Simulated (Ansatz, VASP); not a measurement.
One calculation of As, two programs

```
As
1.0
     0.00000    2.98955    3.53194
     2.36897    0.00000    3.53194
     2.36897    2.98955    0.00000
As
2
Direct
  0.00000 0.00000 0.00000
  0.25000 0.25000 0.25000
```

Alike in both runs: functional PBE; k mesh 6 × 6 × 6; occupations gaussian, width 0.1 eV; no spin polarisation.

Ansatz relaxed the structure, and its values are those at the end. VASP's run is a single point on that final structure, the one shown.

|  | VASP | Ansatz |
| --- | --- | --- |
| version | VASP 6.6.1 | Ansatz 0.2.0 |
| potentials or method | VASP PAW PBE potentials, release 64 (As), cutoff 500 eV | scalar-relativistic, plane waves, PAW |
| valence electrons in the cell | 10 | 30 |

Ansatz gave:

```
gap on the k mesh at the Fermi level (eV) : none
pressure (GPa)                            : 0.1
```

Q: What did VASP give for the same quantities?

A: gap on the k mesh at the Fermi level (eV): none; pressure (GPa): 0.3.

A gap of «none» marks a metal or a gap that the smearing closes. VASP's potentials hold 10 valence electrons a cell and Ansatz's 30, so a difference there can come from the potentials and not from the codes.
